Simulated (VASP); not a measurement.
A run of VASP 6.6.1 is set up as follows.

File INCAR:

```
  PREC = Accurate
  ENCUT = 520
  EDIFF = 1E-6
  ISMEAR = -1
  SIGMA = 0.05
  LREAL = False
  LASPH = True
  NELM = 60
  ALGO = Normal
  ISIF = 2
  LWAVE = False
  LCHARG = True
  GGA = PS
  LELF = True
  LVHAR = True
  NBANDS = 49
```

The input KPOINTS:

```
regular mesh
0
Gamma
  10 10 1
```

Contents of POSCAR:

```
WS2
1.0
    3.1829541699      0.0000000000      0.0000000000
   -1.5914770850      2.7565191702      0.0000000000
    0.0000000000      0.0000000000     28.5322178600
W S
3 6
Direct
    0.6666666667      0.3333333333      0.4343616800
    0.6666666667      0.3333333333      0.8855337800
    0.0000000000      0.0000000000      0.6592864300
    0.6666666667      0.3333333333      0.6046252100
    0.0000000000      0.0000000000      0.3797102500
    0.0000000000      0.0000000000      0.8308482800
    0.6666666667      0.3333333333      0.7139522100
    0.0000000000      0.0000000000      0.4890304200
    0.0000000000      0.0000000000      0.9401857300
```

Potentials or basis: VASP PAW PBE potentials, release 64 (W_sv, S).

Launch:

```console
$ cat potpaw_PBE.64/W_sv/POTCAR potpaw_PBE.64/S/POTCAR > POTCAR
$ mpirun -np 1 vasp_std > vasp.out
```

**Question.** What does it give for the largest force?

**Answer.** 0.101 eV/Å.

**Question.** Estimate the band gap on the k mesh.

**Answer.** 1.45 eV, indirect (least direct gap 2.11 eV).

Forces on the atoms (eV/Å):
```
W    0.000  0.000 -0.007
W    0.000  0.000 -0.002
W    0.000  0.000  0.004
S    0.000  0.000  0.080
S    0.000  0.000  0.099
S    0.000  0.000  0.089
S    0.000  0.000 -0.080
S    0.000  0.000 -0.082
S    0.000  0.000 -0.101
```

Caveat: the PAW data sets were made with another functional, which shifts forces and pressure a little; spin-orbit coupling is left out, which moves the levels of the heavy elements.
